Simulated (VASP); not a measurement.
# AsPb2 (Fm-3m) in VASP: notebook, part 2 of 2

VASP 6.6.1. Earlier steps stand in the parts before.

## (4) Relaxation of cell and atoms, PBE

Input file INCAR:

```
SYSTEM = AsPb2
ALGO     = Normal         ! electronic algorithm
EDIFF    = 1E-7           ! SCF threshold, eV
EDIFFG   = -0.01          ! ionic threshold
ENCUT    = 500            ! plane-wave cutoff, eV
GGA      = PE             ! functional
GGA_COMPAT= .FALSE.      
IBRION   = 2              ! ionic algorithm
ISIF     = 3              ! what is computed and relaxed
ISMEAR   = 0              ! smearing method
LASPH    = .TRUE.         ! aspherical terms in the spheres
LCHARG   = .FALSE.        ! write CHGCAR
LREAL    = .FALSE.        ! projectors in reciprocal space
LWAVE    = .FALSE.        ! write WAVECAR
NELM     = 120            ! most SCF steps
NELMIN   = 4            
NSW      = 100            ! ionic steps
PREC     = Accurate       ! precision mode
SIGMA    = 0.1            ! smearing width, eV
```

Input file KPOINTS:

```
k-points
0
G
  12 12 12
  0 0 0
```

Input file POSCAR:

```
AsPb2
1.0
    0.0000000000      3.5599457300      3.5599457300
    3.5599457300      0.0000000000      3.5599457300
    3.5599457300      3.5599457300      0.0000000000
As Pb
1 2
Direct
    0.0000000000      0.0000000000      0.0000000000
    0.2500000000      0.2500000000      0.2500000000
    0.7500000000      0.7500000000      0.7500000000
```

Potentials or basis: VASP PAW PBE potentials, release 64 (As, Pb_d).

Command:

```console
cat potpaw_PBE.64/As/POTCAR potpaw_PBE.64/Pb_d/POTCAR > POTCAR
mpirun -np 1 vasp_std > vasp.out
```

OUTCAR:

```text
SYSTEM = AsPb2
   EDIFF = 1E-7
   EDIFFG = -0.01
   ENCUT = 500
   GGA = PE
   IBRION = 2
   ISIF = 3
   ISMEAR = 0
   LASPH = .TRUE.
   LREAL = .FALSE.
   NELM = 120
   NELMIN = 4
   NSW = 100
   PREC = Accurate

 ion  position               nearest neighbor table
   1  0.000  0.000  0.000-   3 3.08   3 3.08   3 3.08   2 3.08   3 3.08   2 3.08   2 3.08   2 3.08

   2  0.250  0.250  0.250-   1 3.08   1 3.08   1 3.08   1 3.08   3 3.56   3 3.56   3 3.56   3 3.56
                             3 3.56   3 3.56
   3  0.750  0.750  0.750-   1 3.08   1 3.08   1 3.08   1 3.08   2 3.56   2 3.56   2 3.56   2 3.56
                             2 3.56   2 3.56

  LATTYP: Found a face centered cubic cell.
 ALAT       =     7.1198914600

  Lattice vectors:

 A1 = (   0.0000000000,   3.5599457300,   3.5599457300)
 A2 = (   3.5599457300,   0.0000000000,   3.5599457300)
 A3 = (   3.5599457300,   3.5599457300,   0.0000000000)

Analysis of symmetry for initial positions (statically):
=====================================================================
 Subroutine PRICEL returns:
 Original cell was already a primitive cell.

 Routine SETGRP: Setting up the symmetry group for a
 face centered cubic supercell.

 Subroutine GETGRP returns: Found 48 space group operations
 (whereof 48 operations were pure point group operations)
 out of a pool of 48 trial point group operations.

The static configuration has the point symmetry O_h .

Analysis of symmetry for dynamics (positions and initial velocities):
=====================================================================
 Subroutine PRICEL returns:
 Original cell was already a primitive cell.

 Routine SETGRP: Setting up the symmetry group for a
 face centered cubic supercell.

 Subroutine GETGRP returns: Found 48 space group operations
 (whereof 48 operations were pure point group operations)
 out of a pool of 48 trial point group operations.

The dynamic configuration has the point symmetry O_h .

 Subroutine INISYM returns: Found 48 space group operations
[... 124 lines left out ...]
   GGA     = PE    functional components
   LHFCALC =     F    Hartree Fock is set to
   AEXX    =    0.0000 exact exchange contribution
   IVDW    =     0    specifies the selected vdW correction
   LEPSILON=     F    determine dielectric tensor
   LRPA    =     F    only Hartree local field effects (RPA)
 conjugate gradient relaxation of ions
 non-spin polarized calculation
 Gauss-broadening in eV      SIGMA  =   0.10
  energy-cutoff  :      500.00
  volume of cell :       90.23
 maximum number of plane-waves:      2305
 NGX is ok and might be reduce to    40
   NGX = 19   NGY = 19   NGZ = 19

--------------------------------------- Ionic step        1  -------------------------------------------

 number of electron      33.0000001 magnetization

 Free energy of the ion-electron system (eV)
  ---------------------------------------------------
  ext. energy  EPLUGINS =         0.00000000
  ---------------------------------------------------
  free energy    TOTEN  =       -11.41350906 eV

  energy without entropy =      -11.39951567  energy(sigma->0) =      -11.40651237

------------------------ aborting loop because EDIFF is reached ----------------------------------------

  FORCE on cell =-STRESS in cart. coord.  units (eV):
  Direction    XX          YY          ZZ          XY          YZ          ZX
  --------------------------------------------------------------------------------------
  -------------------------------------------------------------------------------------
  Total        1.6215639      1.6215639      1.6215639     -0.0000000      0.0000000      0.0000000
  in kB       28.7928414     28.7928414     28.7928414     -0.0000000      0.0000000      0.0000000
  external PRESSURE =      28.7928414 kB  Pullay stress =       0.0000000 kB
[... 24 lines left out ...]
--------------------------------------- Ionic step        2  -------------------------------------------

 number of electron      32.9999996 magnetization

 E-fermi :   5.3817     XC(G=0):  -9.2067

 val. band max:        5.3709700342   @ k =   0.2500   0.0833   0.0000
 cond. band min:       5.3847728720   @ k =   0.3333   0.0833   0.0000
 fundamental gap:      0.0138028378
 Fermi energy:         5.3817173493

 k-point     1 :       0.0000    0.0000    0.0000
  band No.  band energies     occupation
      1     -12.0448      2.00000
      2     -12.0448      2.00000
      3     -11.9756      2.00000
      4     -11.9756      2.00000
      5     -11.9756      2.00000
      6     -11.8523      2.00000
[... 579 lines left out ...]
--------------------------------------- Ionic step        3  -------------------------------------------

 number of electron      33.0000000 magnetization

 Free energy of the ion-electron system (eV)
  ---------------------------------------------------
  ext. energy  EPLUGINS =         0.00000000
  ---------------------------------------------------
  free energy    TOTEN  =       -11.46521358 eV

  energy without entropy =      -11.45036484  energy(sigma->0) =      -11.45778921

 E-fermi :   5.4927     XC(G=0):  -9.2587

 val. band max:        5.4903366264   @ k =   0.3333   0.0833   0.0000
 cond. band min:       5.4934807398   @ k =  -0.4167   0.0833   0.0000
 fundamental gap:      0.0031441134
 Fermi energy:         5.4926514753

 k-point     1 :       0.0000    0.0000    0.0000
  band No.  band energies     occupation
      1     -11.9397      2.00000
      2     -11.9397      2.00000
      3     -11.8686      2.00000
      4     -11.8686      2.00000
      5     -11.8686      2.00000
      6     -11.7398      2.00000
[... 573 lines left out ...]
  FREE ENERGIE OF THE ION-ELECTRON SYSTEM (eV)
  ---------------------------------------------------
  free  energy   TOTEN  =       -11.4652135789 eV

  energy  without entropy=      -11.4503648408  energy(sigma->0) =      -11.45778921

 reached required accuracy - stopping structural energy minimisation
```

Run time: 9.1 min. Hardware: 1 thread of Intel Xeon 8259CL, shared host; peak memory 0.33 GiB.

Results:

```yaml
Free_energy: -11.4652 eV
Relaxed_volume: 32.11 Å³/atom
Relaxed_cell: a = 5.146 Å, b = 5.146 Å, c = 5.146 Å, α = 60.00°, β = 60.00°, γ = 60.00°
Space_group_after_relaxing_to_0.1_Å: Fm-3m (No. 225)
Energy_gained_by_relaxing: 17.2 meV/atom
Ionic_steps: 3
Pressure_after_relaxing: 0.0 GPa
Band_gap_on_the_k_mesh: zero (an odd number of electrons rules out a gap without spin polarisation)
```

Step by step:
```
step  energy change (eV)  largest force (eV/Å)  pressure (GPa)  volume (Å³)
   1              0.0000                0.0000            2.88        90.23
   2             -0.0502                0.0000           -0.42        97.48
   3             -0.0517                0.0000            0.01        96.34
```

Final structure:
```
CELL_PARAMETERS angstrom
0.00000 3.63856 3.63856
3.63856 0.00000 3.63856
3.63856 3.63856 0.00000
ATOMIC_POSITIONS crystal
As 0.00000 0.00000 0.00000
Pb 0.25000 0.25000 0.25000
Pb 0.75000 0.75000 0.75000
```

Levels at points of the mesh, in eV from the Fermi level:
```tsv
k point	band 12	band 13	band 14	band 15	band 16	band 17	band 18	band 19	band 20
(0.00, 0.00, 0.00)	-7.17	-6.58	-2.01	-2.01	-2.01	-1.03	-1.03	-1.03	3.31
(0.50, 0.00, 0.00)	-9.21	-7.59	-2.88	-2.88	-1.34	-0.15	-0.15	2.20	2.55
(0.50, 0.50, 0.00)	-9.47	-7.88	-4.09	-4.09	-1.89	0.60	3.15	3.15	3.57
```

Caveat: spin-orbit coupling is left out, which moves the levels of the heavy elements.

## (5) Relaxation of cell and atoms, PBE

This run uses another cell than the first one, of 32.12 Å³/atom.

Input file INCAR:

```
PREC     = Accurate       # precision mode
ENCUT    = 500            # plane-wave cutoff, eV
EDIFF    = 1E-7           # SCF threshold, eV
ISMEAR   = 0              # smearing method
SIGMA    = 0.1            # smearing width, eV
LREAL    = F              # projectors in reciprocal space
LASPH    = T              # aspherical terms in the spheres
NELM     = 120            # most SCF steps
ALGO     = Normal         # electronic algorithm
ISIF     = 3              # what is computed and relaxed
LWAVE    = F              # write WAVECAR
LCHARG   = F              # write CHGCAR
GGA      = PE             # functional
IBRION   = 2              # ionic algorithm
NSW      = 100            # ionic steps
EDIFFG   = -0.01          # ionic threshold
GGA_COMPAT= F            
NELMIN   = 4
```

Input file KPOINTS:

```
regular mesh
0
Gamma
  12 12 12
```

Input file POSCAR:

```
AsPb2
1.0
    0.0000000000      3.6389208046      3.6389208046
    3.6389208046      0.0000000000      3.6389208046
    3.6389208046      3.6389208046      0.0000000000
As Pb
1 2
Direct
    0.0000000000      0.0000000000      0.0000000000
    0.2500000000      0.2500000000      0.2500000000
    0.7500000000      0.7500000000      0.7500000000
```

Command:

```console
cat potpaw_PBE.64/As/POTCAR potpaw_PBE.64/Pb_d/POTCAR > POTCAR
mpirun -np 1 vasp_std > vasp.out
```

It took 3.6 min on 1 thread of Intel Xeon 8259CL, shared host; peak memory 0.32 GiB.

The run converged. Its results:

| Item | Value |
| --- | --- |
| Free energy | -11.4669 eV |
| Pressure after relaxing | 0.0 GPa |
| Band gap on the k mesh | zero (an odd number of electrons rules out a gap without spin polarisation) |

Final structure:
```yaml
crystal:
  lattice:
    - [0.00000, 3.63892, 3.63892]
    - [3.63892, 0.00000, 3.63892]
    - [3.63892, 3.63892, 0.00000]
  atoms:
    - { symbol: As, position: [0.00000, 0.00000, 0.00000] }
    - { symbol: Pb, position: [0.25000, 0.25000, 0.25000] }
    - { symbol: Pb, position: [0.75000, 0.75000, 0.75000] }
```

Levels at points of the mesh, in eV from the Fermi level:
```csv
k point,band 13,band 14,band 15,band 16,band 17,band 18,band 19,band 20
"(0.00, 0.00, 0.00)",-6.58,-2.01,-2.01,-2.01,-1.03,-1.03,-1.03,3.31
"(0.50, 0.00, 0.00)",-7.60,-2.88,-2.88,-1.34,-0.15,-0.15,2.20,2.55
"(0.50, 0.50, 0.00)",-7.88,-4.09,-4.09,-1.88,0.60,3.15,3.15,3.56
```

Caveat: the relaxation stopped at its first step, so nothing moved; spin-orbit coupling is left out, which moves the levels of the heavy elements.

## (6) Overview

```csv
task,cell,k mesh,gap on the mesh (eV),pressure (GPa)
single point,"a = 5.035 Å, angles 60.0°, 3 atoms",4 × 4 × 4,none,2.8
single point,"a = 5.146 Å, angles 60.0°, 3 atoms",12 × 12 × 12,none,0.0
relaxation of cell and atoms,"relaxed from a = 5.035 Å, angles 60.0°, 3 atoms",12 × 12 × 12,none,0.0
relaxation of cell and atoms,"relaxed from a = 5.146 Å, angles 60.0°, 3 atoms",12 × 12 × 12,none,0.0
```

Alike in all rows: level PBE; potentials or basis VASP PAW PBE potentials, release 64 (As, Pb_d); no spin polarisation; cutoff (eV) 500; smearing gaussian 0.1 eV.

Caveats: some runs use coarse meshes; spin-orbit coupling is left out, which moves the levels of the heavy elements; the relaxation stopped at its first step, so nothing moved (at least some runs).

Total energies depend on the potentials used, so only differences within one code and one set of settings carry meaning.
